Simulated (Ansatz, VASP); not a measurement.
# Rb: VASP beside Ansatz

Contents of INCAR:

```
ALGO = Normal ; EDIFF = 1E-6
ENCUT = 520 ; GGA = PE
ISIF = 2 ; ISMEAR = -1
LASPH = T ; LCHARG = F
LREAL = F ; LWAVE = F
NBANDS = 10 ; NELM = 80
PREC = Accurate ; SIGMA = 0.08
```

The input KPOINTS:

```
k-points
0
Gamma
  10 10 10
```

File POSCAR:

```
Rb
1.0
    4.6552962514      0.0000000000      0.0000000000
    0.0000000000      4.6552962514      0.0000000000
    0.0000000000      0.0000000000      4.6552962514
Rb
1
Direct
    0.0000000000      0.0000000000      0.0000000000
```

Input for Ansatz:

```yaml
crystal:
  lattice:
    - [4.6552962514, 0.0, 0.0]
    - [0.0, 4.6552962514, 0.0]
    - [0.0, 0.0, 4.6552962514]
  atoms:
    - { symbol: Rb, position: [0.0, 0.0, 0.0] }
kpoints:
  mp_grid: { grid: [10, 10, 10] }
scf:
  occupations: { method: fermi_dirac, width: 0.08 }
hamiltonian:
  xc: pbe
  pseudopotentials: { kind: all_electron, lapw: { basis_error: 0.0005 } }
output:
  forces: true
  stress: true
  eigenvalues: true
```

Change from the starting cell: volume scaled by 1.02.

Alike in both runs: task single point; functional PBE; k mesh 10 × 10 × 10; occupations fermi-dirac, width 0.08 eV; no spin polarisation.

```csv
,VASP,Ansatz
version,VASP 6.6.1,Ansatz 0.2.0
potentials or method,"VASP PAW PBE potentials, release 64 (Rb_sv), cutoff 520 eV","all-electron LAPW, scalar-relativistic"
```

|  | VASP | Ansatz | Ansatz less VASP |
| --- | --- | --- | --- |
| pressure (GPa) | 0.0 | 0.0 | 0.00 |

Ansatz ran all-electron here, and VASP with PAW potentials.
